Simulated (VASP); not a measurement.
# Tb3Si2F (P6/mmm) in VASP: single point with PBE

Aim: the single point of Tb3Si2F with PBE.

All numbers are computed with VASP 6.6.1; they aren't measurements. Logs are shortened: lines on timing, memory, paths and dates and some standing lists are left out, and cuts for length are marked.

**1. The cell of the first run**

The structure is hexagonal, space group P6/mmm (No. 191). Conventional cell: a = 5.024 Å, b = 5.024 Å, c = 5.290 Å, α = 90.00°, β = 90.00°, γ = 120.00°. Within 3.3 Å of Tb (site symmetry mmm) lie 4 Tb at 2.51 Å and 4 Si at 2.75 Å. Si (site symmetry 6mm) has 1 F at 1.52 Å within 2.0 Å. Within 2.0 Å of F (site symmetry 6/mmm) lie 2 Si at 1.52 Å.

The cell was generated, and may not be a known phase.

**2. Single point, PBE**

INCAR

```
SYSTEM = Tb3Si2F
ALGO     = All            ! electronic algorithm
EDIFF    = 1E-6           ! SCF threshold, eV
ENCUT    = 800            ! plane-wave cutoff, eV
GGA      = PE             ! functional
GGA_COMPAT= .FALSE.      
ISEARCH  = 1            
ISIF     = 2              ! what is computed and relaxed
ISMEAR   = 0              ! smearing method
KPAR     = 4            
LASPH    = .TRUE.         ! aspherical terms in the spheres
LCHARG   = .FALSE.        ! write CHGCAR
LMAXMIX  = 6              ! l up to which the mixer works
LREAL    = .FALSE.        ! projectors in reciprocal space
LWAVE    = .FALSE.        ! write WAVECAR
NBANDS   = 45             ! bands
NELM     = 300            ! most SCF steps
PREC     = Accurate       ! precision mode
SIGMA    = 0.1            ! smearing width, eV
```

KPOINTS

```
k-points
0
G
  6 6 4
  0 0 0
```

POSCAR

```
Tb3Si2F
1.0
    5.0237580700      0.0000000000      0.0000000000
   -2.5118790300      4.3507021100      0.0000000000
    0.0000000000      0.0000000000      5.2903737300
Tb Si F
3 2 1
Direct
    0.5000000000      0.0000000000      0.5000000000
    0.0000000000      0.5000000000      0.5000000000
    0.5000000000      0.5000000000      0.5000000000
    0.0000000000      0.0000000000      0.7128164500
    0.0000000000      0.0000000000      0.2871835500
    0.0000000000      0.0000000000      0.0000000000
```

Potentials or basis: VASP PAW PBE potentials, release 64 (Tb, Si, F).

Command:

```bash
$ cat potpaw_PBE.64/Tb/POTCAR potpaw_PBE.64/Si/POTCAR potpaw_PBE.64/F/POTCAR > POTCAR
$ mpirun -np 4 vasp_std > vasp.out
```

OUTCAR:

```text
SYSTEM = Tb3Si2F
   EDIFF = 1E-6
   ENCUT = 800
   GGA = PE
   ISIF = 2
   ISMEAR = 0
   LASPH = .TRUE.
   LREAL = .FALSE.
   NELM = 300
   PREC = Accurate

 ion  position               nearest neighbor table
   1  0.500  0.000  0.500-   3 2.51   3 2.51   2 2.51   2 2.51   4 2.75   4 2.75   5 2.75   5 2.75

   2  0.000  0.500  0.500-   3 2.51   3 2.51   1 2.51   1 2.51   4 2.75   5 2.75   4 2.75   5 2.75

   3  0.500  0.500  0.500-   1 2.51   1 2.51   2 2.51   2 2.51   4 2.75   5 2.75   4 2.75   5 2.75

   4  0.000  0.000  0.713-   6 1.52   5 2.25   2 2.75   2 2.75   1 2.75   1 2.75   3 2.75   3 2.75
                             5 3.04
   5  0.000  0.000  0.287-   6 1.52   4 2.25   2 2.75   2 2.75   1 2.75   1 2.75   3 2.75   3 2.75
                             4 3.04
   6  0.000  0.000  0.000-   4 1.52   5 1.52

  LATTYP: Found a hexagonal cell.
 ALAT       =     5.0237580700
 C/A-ratio  =     1.0530709593

  Lattice vectors:

 A1 = (   5.0237580700,   0.0000000000,   0.0000000000)
 A2 = (  -2.5118790300,   4.3507021100,   0.0000000000)
 A3 = (   0.0000000000,   0.0000000000,   5.2903737300)

Analysis of symmetry for initial positions (statically):
=====================================================================
 Subroutine PRICEL returns:
 Original cell was already a primitive cell.

 Routine SETGRP: Setting up the symmetry group for a
 hexagonal supercell.

 Subroutine GETGRP returns: Found 24 space group operations
 (whereof 24 operations were pure point group operations)
 out of a pool of 24 trial point group operations.

The static configuration has the point symmetry D_6h.

Analysis of symmetry for dynamics (positions and initial velocities):
=====================================================================
 Subroutine PRICEL returns:
 Original cell was already a primitive cell.

 Routine SETGRP: Setting up the symmetry group for a
 hexagonal supercell.

 Subroutine GETGRP returns: Found 24 space group operations
 (whereof 24 operations were pure point group operations)
 out of a pool of 24 trial point group operations.

The dynamic configuration has the point symmetry D_6h.

 Subroutine INISYM returns: Found 24 space group operations
 (whereof 24 operations are pure point group operations),
 and found     1 'primitive' translations

----------------------------------------------------------------------------------------

                                     Primitive cell

  volume of cell :     115.6310

  direct lattice vectors                    reciprocal lattice vectors
     5.023758070  0.000000000  0.000000000     0.199054171  0.114923979  0.000000000
    -2.511879030  4.350702110  0.000000000     0.000000000  0.229847959  0.000000000
     0.000000000  0.000000000  5.290373730     0.000000000  0.000000000  0.189022563

  length of vectors
     5.023758070  5.023758067  5.290373730     0.229847959  0.229847959  0.189022563

  position of ions in fractional coordinates (direct lattice)
     0.500000000  0.000000000  0.500000000
     0.000000000  0.500000000  0.500000000
     0.500000000  0.500000000  0.500000000
     0.000000000  0.000000000  0.712816450
     0.000000000  0.000000000  0.287183550
     0.000000000  0.000000000  0.000000000

  ion indices of the primitive-cell ions
   primitive index   ion index
                 1           1
                 2           2
                 3           3
                 4           4
                 5           5
                 6           6

----------------------------------------------------------------------------------------

 KPOINTS: k-points

Automatic generation of k-mesh.
 Grid dimensions read from file:
 generate k-points for:    6    6    4

 Generating k-lattice:

  Cartesian coordinates                     Fractional coordinates (reciprocal lattice)
     0.033175695  0.019153997  0.000000000     0.166666667  0.000000000  0.000000000
     0.000000000  0.038307993  0.000000000     0.000000000  0.166666667  0.000000000
     0.000000000  0.000000000  0.047255641     0.000000000  0.000000000  0.250000000

  Length of vectors
     0.038307993  0.038307993  0.047255641

  Shift w.r.t. Gamma in fractional coordinates (k-lattice)
     0.000000000  0.000000000  0.000000000

 Subroutine IBZKPT returns following result:
 ===========================================

 Found     21 irreducible k-points:

 Following reciprocal coordinates:
            Coordinates               Weight
  0.000000  0.000000  0.000000      1.000000
  0.166667  0.000000  0.000000      6.000000
  0.333333  0.000000  0.000000      6.000000
  0.500000  0.000000  0.000000      3.000000
  0.166667  0.166667  0.000000      6.000000
  0.333333  0.166667  0.000000     12.000000
[... 13 lines left out ...]
  0.333333  0.166667  0.500000     12.000000
  0.333333  0.333333  0.500000      2.000000
   k-points           NKPTS =     21   k-points in BZ     NKDIM =     21   number of bands    NBANDS=     45
   number of dos      NEDOS =    301   number of ions     NIONS =      6
   total plane-waves  NPLWV = 115200
   dimension x,y,z NGX =    48 NGY =   48 NGZ =   50
   dimension x,y,z NGXF=    96 NGYF=   96 NGZF=  100
   ions per type =               3   2   1
   NGX,Y,Z   is equivalent  to a cutoff of  15.88, 15.88, 15.71 a.u.
   NGXF,Y,Z  is equivalent  to a cutoff of  31.77, 31.77, 31.42 a.u.
 SYSTEM =  Tb3Si2F
   PREC   = accura    normal or accurate (medium, high low for compatibility)
   ISTART =      0    job   : 0-new  1-cont  2-samecut
   ICHARG =      2    charge: 1-file 2-atom 10-const
   ISPIN  =      1    spin polarized calculation?
   LNONCOLLINEAR =      F non collinear calculations
   LSORBIT =      F    spin-orbit coupling
   LASPH  =      T    aspherical Exc in radial PAW
   ENCUT  =  800.0 eV  58.80 Ry    7.67 a.u.  11.59 11.59 12.20*2*pi/ulx,y,z
   NELM   =    300;   NELMIN=  2; NELMDL= -5     # of ELM steps
   EDIFF  = 0.1E-05   stopping-criterion for ELM
   LREAL  =      F    real-space projection
   EDIFFG = 0.1E-04   stopping-criterion for IOM
   NSW    =      0    number of steps for IOM
   IBRION =     -1    ionic relax: 0-MD 1-quasi-New 2-CG
   NFREE  =      0    steps in history (QN), initial steepest desc. (CG)
   ISIF   =      2    stress and relaxation
   ISYM   =      2    0-nonsym 1-usesym 2-fastsym
   POTIM  = 0.5000    time-step for ionic-motion
   TEBEG  =    0.0;   TEEND  =   0.0 temperature during run
   PSTRESS=    0.0 pullay stress
   NELECT =      72.0000    total number of electrons
   NUPDOWN=      -1.0000    fix difference up-down
   EMIN   =  10.00;   EMAX   =-10.00  energy-range for DOS
   EFERMI =   0.00;   METHOD = LEGACY
   ISMEAR =     0;   SIGMA  =   0.10  broadening in eV -4-tet -1-fermi 0-gaus
   EFERMI_NEDOS =   21; number of points for ismear=-14 and -15
   IALGO  =     58    algorithm
   IMIX   =      4    mixing-type and parameters
     AMIX     =   0.40;   BMIX     =  1.00
     AMIX_MAG =   1.60;   BMIX_MAG =  1.00
  volume/ion in A,a.u.               =      19.27       130.05
  Fermi-wavevector in a.u.,A,eV,Ry     =   1.397958  2.641758 26.589691  1.954287
  Thomas-Fermi vector in A             =   2.521163
   LORBIT       =      0    0 simple, 1 ext, 2 COOP (PROOUT), +10 PAW based schemes
   GGA     = PE    functional components
   LHFCALC =     F    Hartree Fock is set to
   AEXX    =    0.0000 exact exchange contribution
   IVDW    =     0    specifies the selected vdW correction
   LEPSILON=     F    determine dielectric tensor
   LRPA    =     F    only Hartree local field effects (RPA)
 non-spin polarized calculation
 Gauss-broadening in eV      SIGMA  =   0.10
  energy-cutoff  :      800.00
  volume of cell :      115.63
 maximum number of plane-waves:      5960
 NGX is ok and might be reduce to    48
   NGX = 23   NGY = 23   NGZ = 25

 number of electron      71.9999984 magnetization

 Free energy of the ion-electron system (eV)
  ---------------------------------------------------
  ext. energy  EPLUGINS =         0.00000000
  ---------------------------------------------------
  free energy    TOTEN  =       -22.12208971 eV

  energy without entropy =      -21.91685266  energy(sigma->0) =      -22.01947119

 E-fermi :   4.4512     XC(G=0): -10.3857

 val. band max:        4.4474715196   @ k =   0.1667   0.1667   0.5000
 cond. band min:       4.4514717329   @ k =   0.3333   0.1667   0.2500
 fundamental gap:      0.0040002133
 Fermi energy:         4.4512316322

 k-point     1 :       0.0000    0.0000    0.0000
  band No.  band energies     occupation
      1     -39.6111      2.00000
      2     -38.1528      2.00000
      3     -38.1528      2.00000
      4     -26.2384      2.00000
      5     -20.3845      2.00000
      6     -17.9372      2.00000
[... 37 lines left out ...]
     44       4.7998      0.00000
     45       4.8154      0.00000

 k-point     2 :       0.1667    0.0000    0.0000
  band No.  band energies     occupation
      1     -39.5360      2.00000
      2     -38.2535      2.00000
      3     -38.1550      2.00000
      4     -26.2385      2.00000
      5     -20.0869      2.00000
      6     -17.9078      2.00000
[... 37 lines left out ...]
     44       4.9098      0.00000
     45       4.9156      0.00000

 k-point     3 :       0.3333    0.0000    0.0000
  band No.  band energies     occupation
      1     -39.3364      2.00000
      2     -38.5037      2.00000
      3     -38.1596      2.00000
      4     -26.2386      2.00000
      5     -19.4048      2.00000
      6     -17.6630      2.00000
[... 37 lines left out ...]
     44       5.0975      0.00000
     45       5.3268      0.00000

 k-point     4 :       0.5000    0.0000    0.0000
  band No.  band energies     occupation
      1     -39.1691      2.00000
      2     -38.6959      2.00000
      3     -38.1619      2.00000
      4     -26.2387      2.00000
      5     -19.0481      2.00000
      6     -16.7364      2.00000
[... 757 lines left out ...]
     44       4.9911      0.00000
     45       5.1417      0.00000

 k-point    20 :       0.3333    0.1667    0.5000
  band No.  band energies     occupation
      1     -39.1706      2.00000
      2     -38.6923      2.00000
      3     -38.1639      2.00000
      4     -26.2364      2.00000
      5     -18.8715      2.00000
      6     -17.5663      2.00000
[... 37 lines left out ...]
     44       5.3698      0.00000
     45       5.9508      0.00000

 k-point    21 :       0.3333    0.3333    0.5000
  band No.  band energies     occupation
      1     -38.9367      2.00000
      2     -38.9367      2.00000
      3     -38.1671      2.00000
      4     -26.2363      2.00000
      5     -17.9775      2.00000
      6     -17.9775      2.00000
[... 37 lines left out ...]
     44       6.1817      0.00000
     45       6.1818      0.00000

------------------------ aborting loop because EDIFF is reached ----------------------------------------

  FORCE on cell =-STRESS in cart. coord.  units (eV):
  Direction    XX          YY          ZZ          XY          YZ          ZX
  --------------------------------------------------------------------------------------
  -------------------------------------------------------------------------------------
  Total       18.3928632     18.3928632     35.0834409      0.0000000      0.0000000     -0.0000000
  in kB      254.8505085    254.8505084    486.1142425      0.0000003      0.0000000     -0.0000000
  external PRESSURE =     331.9384198 kB  Pullay stress =       0.0000000 kB

 VOLUME and BASIS-vectors are now :
 -----------------------------------------------------------------------------
  energy-cutoff  :      800.00
  volume of cell :      115.63
      direct lattice vectors                 reciprocal lattice vectors
     5.023758070  0.000000000  0.000000000     0.199054171  0.114923979  0.000000000
    -2.511879030  4.350702110  0.000000000     0.000000000  0.229847959  0.000000000
     0.000000000  0.000000000  5.290373730     0.000000000  0.000000000  0.189022563

 POSITION                                       TOTAL-FORCE (eV/Angst)
 -----------------------------------------------------------------------------------
      2.51188      0.00000      2.64519         0.000000     -0.000000      0.000000
     -1.25594      2.17535      2.64519         0.000000     -0.000000      0.000000
      1.25594      2.17535      2.64519         0.000000     -0.000000      0.000000
      0.00000      0.00000      3.77107         0.000000      0.000000     -5.943031
      0.00000      0.00000      1.51931        -0.000000      0.000000      5.943031
      0.00000      0.00000      0.00000         0.000000     -0.000000      0.000000
 -----------------------------------------------------------------------------------
    total drift:                                0.000000     -0.000000     -0.000000

  FREE ENERGIE OF THE ION-ELECTRON SYSTEM (eV)
  ---------------------------------------------------
  free  energy   TOTEN  =       -22.1220897103 eV

  energy  without entropy=      -21.9168515847  energy(sigma->0) =      -22.01947065
```

Run time: 13 min. Hardware: 4 MPI ranks of Intel Xeon Platinum 8375C at 2.90GHz (Ice Lake), shared host; peak memory 0.63 GiB.

What came out:

| Property | Result |
| --- | --- |
| Free energy | -22.1221 eV |
| Pressure | 33.2 GPa |
| Largest force | 5.943 eV/Å |
| Band gap on the k mesh | zero (bands 36 and 37 overlap by 0.17 eV) |

Forces on the atoms (eV/Å):
```
Tb   0.000  0.000  0.000
Tb   0.000  0.000  0.000
Tb   0.000  0.000  0.000
Si   0.000  0.000 -5.943
Si   0.000  0.000  5.943
F    0.000  0.000  0.000
```

Levels at points of the mesh, in eV from the Fermi level:
| k point | band 32 | band 33 | band 34 | band 35 | band 36 | band 37 | band 38 | band 39 | band 40 | band 41 |
| --- | --- | --- | --- | --- | --- | --- | --- | --- | --- | --- |
| (0.00, 0.00, 0.00) | -0.31 | 0.01 | 0.01 | 0.04 | 0.04 | 0.05 | 0.17 | 0.17 | 0.21 | 0.21 |
| (0.50, 0.00, 0.00) | -0.32 | -0.19 | -0.19 | -0.05 | -0.05 | 0.01 | 0.08 | 0.14 | 0.23 | 0.31 |
| (0.00, 0.00, 0.50) | -0.26 | 0.03 | 0.03 | 0.05 | 0.07 | 0.07 | 0.07 | 0.15 | 0.15 | 0.19 |
| (0.50, 0.00, 0.50) | -0.27 | -0.19 | -0.19 | -0.15 | -0.04 | 0.01 | 0.03 | 0.14 | 0.22 | 0.31 |

Caveat: the stress differs along the axes, from 25 to 49 GPa; spin-orbit coupling is left out, which moves the levels of the heavy elements; the run has no spin polarisation, though such a crystal can be magnetic; semilocal functionals describe open f shells poorly, which spoils levels, moments and volumes; forces of over 1 eV/Å act on the atoms, so gaps and moduli don't describe the material at rest. Spin polarisation is off, so any magnetic state and its effect on volume and gap are missing.
